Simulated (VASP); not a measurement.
# TaN (P-6m2) in VASP: a series of runs

The runs below take TaN through single point, with PBEsol.

Everything below comes from runs of VASP 6.6.1. Logs are shortened: lines on timing, memory, paths and dates and some standing lists are left out, and cuts for length are marked.

### 1 The cell of the first run

It takes space group P-6m2 (No. 187, hexagonal). Conventional cell: a = 2.859 Å, b = 2.859 Å, c = 2.643 Å, α = 90.00°, β = 90.00°, γ = 120.00°. Ta (site symmetry -6m2) has 6 N at 2.11 Å and 8 Ta at 2.64 to 2.86 Å within 2.9 Å. N (site symmetry -6m2) has 6 Ta at 2.11 Å and 8 N at 2.64 to 2.86 Å within 2.9 Å.

### 2 Single point, PBEsol (9.35 Å³/atom)

Input file INCAR:

```
SYSTEM = TaN
PREC = Accurate
ENCUT = 520
EDIFF = 1E-6
ISMEAR = 0
SIGMA = 0.15
LREAL = .False.
LASPH = .True.
NELM = 80
ALGO = Normal
ISIF = 2
LWAVE = .False.
LCHARG = .True.
GGA = PS
LELF = .True.
LVHAR = .True.
NBANDS = 15
```

Input file KPOINTS:

```
Automatic mesh
0
Gamma
  21 21 18
  0 0 0
```

Input file POSCAR:

```
TaN
1.0
    2.8587825836      0.0000000000      0.0000000000
   -1.4293912918      2.4757783413      0.0000000000
    0.0000000000      0.0000000000      2.6429444985
Ta N
1 1
Direct
    0.3333333333      0.6666666667      0.5000000000
    0.0000000000      0.0000000000      0.0000000000
```

Potentials or basis: VASP PAW PBE potentials, release 64 (Ta_pv, N).

Launch:

```sh
cat potpaw_PBE.64/Ta_pv/POTCAR potpaw_PBE.64/N/POTCAR > POTCAR
mpirun -np 1 vasp_std > vasp.out
```

OUTCAR:

```text
SYSTEM = TaN
   PREC = Accurate
   ENCUT = 520
   EDIFF = 1E-6
   ISMEAR = 0
   LREAL = .False.
   LASPH = .True.
   NELM = 80
   ISIF = 2
   GGA = PS

 ion  position               nearest neighbor table
   1  0.333  0.667  0.500-   2 2.11   2 2.11   2 2.11   2 2.11   2 2.11   2 2.11
   2  0.000  0.000  0.000-   1 2.11   1 2.11   1 2.11   1 2.11   1 2.11   1 2.11

  LATTYP: Found a hexagonal cell.
 ALAT       =     2.8587825836
 C/A-ratio  =     0.9245000000

  Lattice vectors:

 A1 = (   2.8587825836,   0.0000000000,   0.0000000000)
 A2 = (  -1.4293912918,   2.4757783413,   0.0000000000)
 A3 = (   0.0000000000,   0.0000000000,   2.6429444985)

Analysis of symmetry for initial positions (statically):
=====================================================================
 Subroutine PRICEL returns:
 Original cell was already a primitive cell.

 Routine SETGRP: Setting up the symmetry group for a
 hexagonal supercell.

 Subroutine GETGRP returns: Found 12 space group operations
 (whereof 12 operations were pure point group operations)
 out of a pool of 24 trial point group operations.

The static configuration has the point symmetry D_3h.

Analysis of symmetry for dynamics (positions and initial velocities):
=====================================================================
 Subroutine PRICEL returns:
 Original cell was already a primitive cell.

 Routine SETGRP: Setting up the symmetry group for a
 hexagonal supercell.

 Subroutine GETGRP returns: Found 12 space group operations
 (whereof 12 operations were pure point group operations)
 out of a pool of 24 trial point group operations.

The dynamic configuration has the point symmetry D_3h.

 Subroutine INISYM returns: Found 12 space group operations
 (whereof 12 operations are pure point group operations),
 and found     1 'primitive' translations

----------------------------------------------------------------------------------------

                                     Primitive cell

  volume of cell :      18.7060

  direct lattice vectors                    reciprocal lattice vectors
     2.858782584  0.000000000  0.000000000     0.349799249  0.201956690  0.000000000
    -1.429391292  2.475778341  0.000000000     0.000000000  0.403913381  0.000000000
     0.000000000  0.000000000  2.642944498     0.000000000  0.000000000  0.378365872

  length of vectors
     2.858782584  2.858782584  2.642944498     0.403913381  0.403913381  0.378365872

  position of ions in fractional coordinates (direct lattice)
     0.333333333  0.666666667  0.500000000
     0.000000000  0.000000000  0.000000000

[... 89 lines left out ...]
   EMIN   =  10.00;   EMAX   =-10.00  energy-range for DOS
   EFERMI =   0.00;   METHOD = LEGACY
   ISMEAR =     0;   SIGMA  =   0.15  broadening in eV -4-tet -1-fermi 0-gaus
   EFERMI_NEDOS =   21; number of points for ismear=-14 and -15
   IALGO  =     38    algorithm
   IMIX   =      4    mixing-type and parameters
     AMIX     =   0.40;   BMIX     =  1.00
     AMIX_MAG =   1.60;   BMIX_MAG =  1.00
  volume/ion in A,a.u.               =       9.35        63.12
  Fermi-wavevector in a.u.,A,eV,Ry     =   1.554013  2.936658 32.857457  2.414955
  Thomas-Fermi vector in A             =   2.658160
   LORBIT       =      0    0 simple, 1 ext, 2 COOP (PROOUT), +10 PAW based schemes
   GGA     = PS    functional components
   LHFCALC =     F    Hartree Fock is set to
   AEXX    =    0.0000 exact exchange contribution
   IVDW    =     0    specifies the selected vdW correction
   LEPSILON=     F    determine dielectric tensor
   LRPA    =     F    only Hartree local field effects (RPA)
 non-spin polarized calculation
 Gauss-broadening in eV      SIGMA  =   0.15
  energy-cutoff  :      520.00
  volume of cell :       18.71
 maximum number of plane-waves:       525
 NGX is ok and might be reduce to    24
   NGX = 11   NGY = 11   NGZ =  9

 number of electron      15.9999995 magnetization

 Free energy of the ion-electron system (eV)
  ---------------------------------------------------
  ext. energy  EPLUGINS =         0.00000000
  ---------------------------------------------------
  free energy    TOTEN  =       -23.19323294 eV

  energy without entropy =      -23.19123073  energy(sigma->0) =      -23.19223183

 E-fermi :   9.7364     XC(G=0): -14.2814

 val. band max:        9.7322470032   @ k =   0.0000   0.0000   0.3333
 cond. band min:       9.7765787464   @ k =   0.4762   0.0476   0.4444
 fundamental gap:      0.0443317431
 Fermi energy:         9.7363995925

 k-point     1 :       0.0000    0.0000    0.0000
  band No.  band energies     occupation
      1     -24.4834      2.00000
      2     -24.4834      2.00000
      3     -24.4816      2.00000
      4      -9.2339      2.00000
      5       3.9060      2.00000
      6       3.9060      2.00000
      7       4.7644      2.00000
      8       7.0409      2.00000
      9      12.4087      0.00000
     10      14.3473      0.00000
     11      14.3473      0.00000
     12      14.7026      0.00000
     13      14.7026      0.00000
     14      23.5182      0.00000
[... 401 lines left out ...]
      2     -24.6873      2.00000
      3     -24.3817      2.00000
      4      -7.8284      2.00000
      5       1.7586      2.00000
      6       4.8570      2.00000
      7       5.5075      2.00000
      8       5.9783      2.00000
      9      12.2869      0.00000
     10      13.8429      0.00000
     11      14.6609      0.00000
     12      16.1840      0.00000
     13      16.2525      0.00000
     14      23.5477      0.00000
     15      24.1031      0.00000

 [... further k-points ...]

------------------------ aborting loop because EDIFF is reached ----------------------------------------

  FORCE on cell =-STRESS in cart. coord.  units (eV):
  Direction    XX          YY          ZZ          XY          YZ          ZX
  --------------------------------------------------------------------------------------
  -------------------------------------------------------------------------------------
  Total        5.4108218      5.4108218     12.3896831      0.0000000      0.0000000      0.0000000
  in kB      463.4393244    463.4393244   1061.1819397      0.0000000      0.0000000      0.0000000
  external PRESSURE =     662.6868628 kB  Pullay stress =       0.0000000 kB

 VOLUME and BASIS-vectors are now :
 -----------------------------------------------------------------------------
  energy-cutoff  :      520.00
  volume of cell :       18.71
      direct lattice vectors                 reciprocal lattice vectors
     2.858782584  0.000000000  0.000000000     0.349799249  0.201956690  0.000000000
    -1.429391292  2.475778341  0.000000000     0.000000000  0.403913381  0.000000000
     0.000000000  0.000000000  2.642944498     0.000000000  0.000000000  0.378365872

 POSITION                                       TOTAL-FORCE (eV/Angst)
 -----------------------------------------------------------------------------------
     -0.00000      1.65052      1.32147        -0.000000     -0.000000      0.000000
      0.00000      0.00000      0.00000         0.000000      0.000000      0.000000
 -----------------------------------------------------------------------------------
    total drift:                                0.000000     -0.000000     -0.000000

  FREE ENERGIE OF THE ION-ELECTRON SYSTEM (eV)
  ---------------------------------------------------
  free  energy   TOTEN  =       -23.1932329393 eV

  energy  without entropy=      -23.1912307295  energy(sigma->0) =      -23.19223183
```

OSZICAR:

```text
N       E                     dE             d eps       ncg     rms          rms(c)
DAV:   1     0.901999591682E+02    0.90200E+02   -0.87950E+03 14416   0.116E+03
DAV:   2    -0.228635912817E+02   -0.11306E+03   -0.10669E+03 17319   0.313E+02
DAV:   3    -0.254764490875E+02   -0.26129E+01   -0.26020E+01 16997   0.446E+01
DAV:   4    -0.254853124325E+02   -0.88633E-02   -0.88609E-02 18229   0.282E+00
DAV:   5    -0.254853525749E+02   -0.40142E-04   -0.40139E-04 16983   0.176E-01    0.323E+01
DAV:   6    -0.232556416150E+02    0.22297E+01   -0.33719E+00 17974   0.227E+01    0.145E+01
DAV:   7    -0.232224856003E+02    0.33156E-01   -0.45859E-01 14708   0.540E+00    0.897E+00
DAV:   8    -0.231986927341E+02    0.23793E-01   -0.69683E-02 17802   0.219E+00    0.179E+00
DAV:   9    -0.231932513273E+02    0.54414E-02   -0.89672E-03 16360   0.804E-01    0.149E-01
DAV:  10    -0.231932820275E+02   -0.30700E-04   -0.75982E-04 16962   0.317E-01    0.801E-02
DAV:  11    -0.231932335878E+02    0.48440E-04   -0.91335E-05 17088   0.101E-01    0.166E-02
DAV:  12    -0.231932329393E+02    0.64854E-06   -0.90926E-06 15569   0.307E-02
   1 F= -.23193233E+02 E0= -.23192232E+02  d E =-.200221E-02
```

Run time: 1.9 min. Hardware: 1 thread of Intel Xeon 8259CL, shared host; peak memory 0.25 GiB.

Results:

| Item | Value |
| --- | --- |
| Free energy | -23.1932 eV |
| Pressure | 66.3 GPa |
| Band gap on the k mesh | zero (bands 8 and 9 overlap by 0.59 eV) |

Caveat: the cell stands under pressure; the PAW data sets were made with another functional, which shifts forces and pressure a little; spin-orbit coupling is left out, which moves the levels of the heavy elements.

### 3 Single point, PBEsol (9.35 Å³/atom)

Input file INCAR:

```
SYSTEM = TaN
PREC     = Accurate       ! precision mode
ENCUT    = 520            ! plane-wave cutoff, eV
EDIFF    = 1E-7           ! SCF threshold, eV
ISMEAR   = 0              ! smearing method
SIGMA    = 0.15           ! smearing width, eV
LREAL    = .FALSE.        ! projectors in reciprocal space
LASPH    = .TRUE.         ! aspherical terms in the spheres
NELM     = 60             ! most SCF steps
ALGO     = Normal         ! electronic algorithm
ISIF     = 2              ! what is computed and relaxed
LWAVE    = .FALSE.        ! write WAVECAR
LCHARG   = .TRUE.         ! write CHGCAR
GGA      = PS             ! functional
LELF     = .TRUE.         ! ELF
LVHAR    = .TRUE.       
NBANDS   = 15             ! bands
```

Input file KPOINTS:

```
Automatic mesh
0
G
  21 21 18
  0 0 0
```

Input file POSCAR:

```
TaN
1.0
    2.7464868621      0.0000000000      0.0000000000
   -1.3732434310      2.3785273938      0.0000000000
    0.0000000000      0.0000000000      2.8634872025
Ta N
1 1
Direct
    0.3333333333      0.6666666667      0.5000000000
    0.0000000000      0.0000000000      0.0000000000
```

Potentials or basis: VASP PAW PBE potentials, release 64 (Ta_pv, N).

Launch:

```sh
cat potpaw_PBE.64/Ta_pv/POTCAR potpaw_PBE.64/N/POTCAR > POTCAR
mpirun -np 1 vasp_std > vasp.out
```

OUTCAR:

```text
SYSTEM = TaN
   PREC = Accurate
   ENCUT = 520
   EDIFF = 1E-7
   ISMEAR = 0
   LREAL = .FALSE.
   LASPH = .TRUE.
   NELM = 60
   ISIF = 2
   GGA = PS

 ion  position               nearest neighbor table
   1  0.333  0.667  0.500-   2 2.14   2 2.14   2 2.14   2 2.14   2 2.14   2 2.14
   2  0.000  0.000  0.000-   1 2.14   1 2.14   1 2.14   1 2.14   1 2.14   1 2.14

  LATTYP: Found a hexagonal cell.
 ALAT       =     2.7464868621
 C/A-ratio  =     1.0426000000

  Lattice vectors:

 A1 = (   2.7464868621,   0.0000000000,   0.0000000000)
 A2 = (  -1.3732434310,   2.3785273938,   0.0000000000)
 A3 = (   0.0000000000,   0.0000000000,   2.8634872025)

Analysis of symmetry for initial positions (statically):
=====================================================================
 Subroutine PRICEL returns:
 Original cell was already a primitive cell.

 Routine SETGRP: Setting up the symmetry group for a
 hexagonal supercell.

 Subroutine GETGRP returns: Found 12 space group operations
 (whereof 12 operations were pure point group operations)
 out of a pool of 24 trial point group operations.

The static configuration has the point symmetry D_3h.

[... 174 lines left out ...]
      6       4.9628      2.00000
      7       4.9628      2.00000
      8       6.2432      2.00000
      9      13.5180      0.00000
     10      13.5180      0.00000
     11      13.5690      0.00000
     12      14.3751      0.00000
     13      14.3751      0.00000
     14      23.3939      0.00000
[... 401 lines left out ...]
      2     -24.8149      2.00000
      3     -24.5652      2.00000
      4      -7.6392      2.00000
      5       2.3699      2.00000
      6       4.4618      2.00000
      7       5.7356      2.00000
      8       6.2792      2.00000
      9      11.5116      0.00000
     10      13.1711      0.00000
     11      14.5439      0.00000
     12      15.8450      0.00000
     13      16.9995      0.00000
     14      23.4598      0.00000
     15      24.1359      0.00000

 [... further k-points ...]

------------------------ aborting loop because EDIFF is reached ----------------------------------------

  FORCE on cell =-STRESS in cart. coord.  units (eV):
  Direction    XX          YY          ZZ          XY          YZ          ZX
  --------------------------------------------------------------------------------------
  -------------------------------------------------------------------------------------
  Total        8.7545169      8.7545169      3.8829161      0.0000000     -0.0000000      0.0000000
  in kB      749.8283148    749.8283148    332.5735152      0.0000000     -0.0000000      0.0000000
  external PRESSURE =     610.7433816 kB  Pullay stress =       0.0000000 kB

 VOLUME and BASIS-vectors are now :
 -----------------------------------------------------------------------------
  energy-cutoff  :      520.00
  volume of cell :       18.71
      direct lattice vectors                 reciprocal lattice vectors
     2.746486862  0.000000000  0.000000000     0.364101505  0.210214102  0.000000000
    -1.373243431  2.378527394  0.000000000     0.000000000  0.420428204  0.000000000
     0.000000000  0.000000000  2.863487202     0.000000000  0.000000000  0.349224540

 POSITION                                       TOTAL-FORCE (eV/Angst)
 -----------------------------------------------------------------------------------
     -0.00000      1.58568      1.43174        -0.000000     -0.000000      0.000000
      0.00000      0.00000      0.00000         0.000000      0.000000      0.000000
 -----------------------------------------------------------------------------------
    total drift:                                0.000000     -0.000000     -0.000000

  FREE ENERGIE OF THE ION-ELECTRON SYSTEM (eV)
  ---------------------------------------------------
  free  energy   TOTEN  =       -23.2679791382 eV

  energy  without entropy=      -23.2673701705  energy(sigma->0) =      -23.26767465
```

Run time: 2.6 min. Hardware: 1 thread of Intel Xeon 8259CL, shared host; peak memory 0.24 GiB.

What came out:

* Free energy: -23.2680 eV
* Pressure: 61.1 GPa
* Band gap on the k mesh: zero (bands 8 and 9 overlap by 0.55 eV)

Caveat: the cell stands under pressure; the PAW data sets were made with another functional, which shifts forces and pressure a little; spin-orbit coupling is left out, which moves the levels of the heavy elements.

### 4 Single point, PBEsol (9.35 Å³/atom)

Input file INCAR:

```
SYSTEM = TaN
ALGO = Normal
EDIFF = 1E-6
ENCUT = 520
GGA = PS
ISIF = 2
ISMEAR = 0
LASPH = .TRUE.
LCHARG = .FALSE.
LREAL = .FALSE.
LWAVE = .FALSE.
NBANDS = 15
NELM = 80
PREC = Accurate
SIGMA = 0.15
```

Input file KPOINTS:

```
k-points
0
G
  21 21 18
  0 0 0
```

Input file POSCAR:

```
TaN
1.0
    2.8208496398      0.0000000000      0.0000000000
   -1.4104248199      2.4429274484      0.0000000000
    0.0000000000      0.0000000000      2.7145036084
Ta N
1 1
Direct
    0.3333333333      0.6666666667      0.5000000000
    0.0000000000      0.0000000000      0.0000000000
```

Launch:

```sh
cat potpaw_PBE.64/Ta_pv/POTCAR potpaw_PBE.64/N/POTCAR > POTCAR
mpirun -np 1 vasp_std > vasp.out
```

Run time: 2.2 min. Hardware: 1 thread of Intel Xeon 8259CL, shared host; peak memory 0.25 GiB.

It converged, with:

* Free energy: -23.3241 eV
* Pressure: 63.8 GPa
* Band gap on the k mesh: zero (bands 8 and 9 overlap by 0.46 eV)

Stress tensor (GPa, compression positive):
```
55.61  0.00  0.00
 0.00 55.61  0.00
 0.00  0.00 80.07
```

Levels at points of the mesh, in eV from the Fermi level:
```csv
k point,band 6,band 7,band 8,band 9,band 10,band 11
"(0.00, 0.00, 0.00)",-5.43,-4.94,-2.93,3.09,4.40,4.40
"(0.00, 0.00, 0.50)",-4.48,-4.48,-0.17,-0.17,3.16,3.53
```

Caveat: the cell stands under pressure; the PAW data sets were made with another functional, which shifts forces and pressure a little; spin-orbit coupling is left out, which moves the levels of the heavy elements.

### 5 Single point, PBEsol (11.48 Å³/atom)

This run uses another cell than the first one, of 11.48 Å³/atom.

Input file INCAR:

```
  PREC = Accurate
  ENCUT = 520
  EDIFF = 1E-7
  ISMEAR = 0
  SIGMA = 0.15
  LREAL = False
  LASPH = True
  NELM = 100
  ALGO = Normal
  ISIF = 2
  LWAVE = False
  LCHARG = False
  GGA = PS
  NBANDS = 15
```

Input file KPOINTS:

```
Automatic mesh
0
Gamma
  21 21 18
```

Input file POSCAR:

```
TaN
1.0
    3.0403291079      0.0000000000      0.0000000000
   -1.5201645539      2.6330022433      0.0000000000
    0.0000000000      0.0000000000      2.8676384146
Ta N
1 1
Direct
    0.3333333333      0.6666666667      0.5000000000
    0.0000000000      0.0000000000      0.0000000000
```

Launch:

```sh
cat potpaw_PBE.64/Ta_pv/POTCAR potpaw_PBE.64/N/POTCAR > POTCAR
mpirun -np 1 vasp_std > vasp.out
```

Wall time 2.4 min (1 thread of Intel Xeon 8259CL, shared host); peak memory 0.28 GiB.

The run converged. Its results:

```yaml
Free_energy: -23.6466 eV
Pressure: -21.9 GPa
Band_gap_on_the_k_mesh: zero (bands 8 and 9 overlap by 0.43 eV)
```

Stress tensor (GPa, compression positive):
```
-28.59   0.00   0.00
  0.00 -28.59   0.00
  0.00   0.00  -8.52
```

Levels at points of the mesh, in eV from the Fermi level:
```
           k point  band 5  band 6  band 7  band 8  band 9  band 10  band 11  band 12
(0.00, 0.00, 0.00)   -4.58   -4.58   -3.86   -2.57    1.47     3.52     3.52     3.72
(0.00, 0.00, 0.50)   -8.95   -3.82   -3.82   -0.04   -0.04     2.77     2.86     2.86
```

Caveat: the cell stands under tension; the PAW data sets were made with another functional, which shifts forces and pressure a little; spin-orbit coupling is left out, which moves the levels of the heavy elements.

### 6 Summary

```tsv
cell	gap on the mesh (eV)	pressure (GPa)
a = 2.859, b = 2.859, c = 2.643 Å, angles 90.0, 90.0, 120.0°, 2 atoms	none	66.3
a = 2.746, b = 2.746, c = 2.863 Å, angles 90.0, 90.0, 120.0°, 2 atoms	none	61.1
a = 2.821, b = 2.821, c = 2.715 Å, angles 90.0, 90.0, 120.0°, 2 atoms	none	63.8
a = 3.040, b = 3.040, c = 2.868 Å, angles 90.0, 90.0, 120.0°, 2 atoms	none	-21.9
```

Alike in all rows: task single point; level PBEsol; potentials or basis VASP PAW PBE potentials, release 64 (Ta_pv, N); no spin polarisation; k mesh 21 × 21 × 18; cutoff (eV) 520; smearing gaussian 0.15 eV.

Caveats: the PAW data sets were made with another functional, which shifts forces and pressure a little; spin-orbit coupling is left out, which moves the levels of the heavy elements; the cell stands under pressure (at least some runs); the cell stands under tension (at least some runs).

Absolute energies hang on the potentials; compare differences alone.
